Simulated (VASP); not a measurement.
La2O3:

```
La O
1.0
     0.01092    0.03577   -3.26538
     3.18260   -5.67773    0.04947
    -9.71584   -5.77475    0.09180
La O
4 6
Direct
  0.47056 0.47101 0.87233
  0.50929 0.98764 0.33502
  0.45010 0.02517 0.66490
  0.53523 0.46826 0.17252
  0.02900 0.75864 0.76238
  0.04698 0.24573 0.25723
  0.99536 0.52774 0.98005
  0.99683 0.99367 0.47771
  0.99030 0.24702 0.74459
  0.97634 0.77511 0.23327
```

- Program: VASP 6.6.1
- Task: relaxation of cell and atoms
- Functional: PBE
- Potentials or basis: VASP PAW PBE potentials, release 64 (La, O)
- Cutoff: 600 eV
- k mesh: 4 × 2 × 2
- Occupations: gaussian, width 0.1 eV
- Spin: no spin polarisation

At the start: pressure 1.7 GPa; volume 24.01 Å³/atom.

**Question.** How do energy, volume and symmetry change on relaxing?

**Answer.** Over 26 steps the energy falls by 337.1 meV/atom and the volume is 23.05 Å³/atom (-4.0 %); space group P1 (No. 1, to 0.1 Å) before, P6/mmm (No. 191, to 0.1 Å).

Step by step:
```
step  energy change (eV)  largest force (eV/Å)  pressure (GPa)  volume (Å³)
   1              0.0000                7.9361            1.67       240.11
   2             -1.9297                2.2254           -5.58       248.27
   3             -2.2328                1.9619           -4.48       245.87
   4             -2.7738                1.2681            3.37       225.25
   5             -2.8180                1.2130            1.42       229.37
   6             -3.1107                0.7598            0.63       230.47
   7             -3.1382                1.0625            0.43       230.91
   8             -3.2578                0.4852           -0.79       233.33
   9             -3.2779                0.3291           -1.44       234.81
  10             -3.3101                0.4814            1.12       228.49
  11             -3.3156                0.4211            0.38       230.20
  12             -3.3443                0.2397            0.36       229.73
  13             -3.3533                0.3212            0.38       229.26
  14             -3.3622                0.1111           -0.42       231.27
  15             -3.3623                0.1063           -0.34       231.06
  16             -3.3650                0.1133            0.24       229.99
  17             -3.3656                0.0956            0.06       230.32
  18             -3.3675                0.0585            0.04       230.33
  19             -3.3679                0.0805            0.02       230.33
  20             -3.3692                0.0476           -0.06       230.46
  21             -3.3694                0.0437           -0.10       230.51
  22             -3.3698                0.0490            0.15       229.99
  23             -3.3699                0.0406            0.10       230.10
  24             -3.3705                0.0317            0.03       230.31
  25             -3.3707                0.0598           -0.02       230.46
  26             -3.3712                0.0243           -0.07       230.54
```

Final structure:
```
La O
1.0
     0.00056   -0.00058   -3.28460
     3.18092   -5.51645    0.00234
    -9.54394   -5.51356    0.00219
La O
4 6
Direct
  0.49354 0.50087 0.83330
  0.50713 0.99944 0.33318
  0.49334 0.00118 0.66652
  0.50727 0.49945 0.16677
  0.99112 0.75097 0.75048
  0.00631 0.24926 0.25039
  0.00110 0.49930 0.00016
  0.99840 0.99955 0.49981
  0.99317 0.25080 0.74951
  0.00862 0.74918 0.24987
```

Caveat: the k points lie up to 0.49 Å⁻¹ apart in the final cell.
